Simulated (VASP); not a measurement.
Input of a VASP 6.6.1 run:

INCAR

```
SYSTEM = Be24NO
  PREC = Accurate
  ENCUT = 520
  EDIFF = 1E-6
  ISMEAR = 0
  SIGMA = 0.1
  LREAL = .FALSE.
  LASPH = .TRUE.
  NELM = 200
  ALGO = Normal
  ISIF = 2
  LWAVE = .FALSE.
  LCHARG = .FALSE.
  ISPIN = 2
  MAGMOM = 0 0 0 0 0 0 0 0 0 0 0 0 0 0 0 0 0 0 0 0 0 0 0 0 1 0
  LORBIT = 11
  LDIPOL = .TRUE.
  IDIPOL = 3
  DIPOL = 0.5 0.5 0.293
  GGA = PE
  NBANDS = 52
  GGA_COMPAT = .FALSE.
  NELMDL = -8
  KPAR = 4
```

File KPOINTS:

```
Automatic mesh
0
G
  6 4 1
  0 0 0
```

Contents of POSCAR:

```
Be24NO
1.0
    4.5254381411      0.0000000000      0.0000000000
    0.0000000000      7.1336190820      0.0000000000
    0.0000000000      0.0000000000     22.3685529248
Be N O
24 1 1
Direct
    0.0000000000      0.3750000000      0.1788224752
    0.0000000000      0.8750000000      0.1788224752
    0.5000000000      0.3750000000      0.1788224752
    0.5000000000      0.8750000000      0.1788224752
    0.2500000000      0.1250000000      0.2080237711
    0.2500000000      0.6250000000      0.2080237711
    0.7500000000      0.1250000000      0.2080237711
    0.7500000000      0.6250000000      0.2080237711
    0.2500000000      0.3750000000      0.2664263628
    0.2500000000      0.8750000000      0.2664263628
    0.7500000000      0.3750000000      0.2664263628
    0.7500000000      0.8750000000      0.2664263628
    0.0000000000      0.1250000000      0.2903069137
    0.0000000000      0.6250000000      0.2903069137
    0.5000000000      0.1250000000      0.2903069137
    0.5000000000      0.6250000000      0.2903069137
    0.0000000000      0.3750000000      0.3546814205
    0.0000000000      0.8750000000      0.3546814205
    0.5000000000      0.3750000000      0.3546814205
    0.5000000000      0.8750000000      0.3546814205
    0.2500000000      0.1250000000      0.3741213369
    0.2500000000      0.6250000000      0.3741213369
    0.7500000000      0.1250000000      0.3741213369
    0.7500000000      0.6250000000      0.3741213369
    0.7500000000      0.4583333333      0.4331327537
    0.7861514845      0.4944848178      0.4840878816
```

Potentials or basis: VASP PAW PBE potentials, release 64 (Be, N, O).

Launch:

```console
$ cat potpaw_PBE.64/Be/POTCAR potpaw_PBE.64/N/POTCAR potpaw_PBE.64/O/POTCAR > POTCAR
$ mpirun -np 4 vasp_std > vasp.out
```

Task: What does it give for the largest force?

Result: 3.664 eV/Å.

Task: Predict the net moment.

Result: 0.01 μB per cell.

Forces in eV/Å, atoms in the order of the input:
```
Be  -0.016 -0.014  0.512
Be   0.028  0.014  0.452
Be   0.026 -0.022  0.512
Be  -0.018  0.001  0.461
Be  -0.007  0.005 -0.768
Be  -0.003  0.017 -0.762
Be   0.011  0.050 -0.731
Be   0.009 -0.074 -0.582
Be  -0.051 -0.054 -0.010
Be   0.026 -0.006  0.224
Be   0.012  0.000  0.385
Be  -0.010  0.000  0.104
Be   0.024 -0.003  0.050
Be  -0.050 -0.033  0.117
Be  -0.012 -0.019  0.029
Be   0.120 -0.067  0.225
Be   0.478 -0.293 -0.016
Be  -0.003  0.110 -0.015
Be  -0.454 -0.371  0.083
Be  -0.022  0.105 -0.003
Be   0.022  0.071 -0.035
Be   0.021  0.075 -0.340
Be   0.010 -0.108  0.104
Be  -0.025  0.066  0.422
N   -0.469  0.859 -3.531
O    0.357 -0.308  3.112
```

Caveat: the standard files for N, O and F lose accuracy on very short bonds.
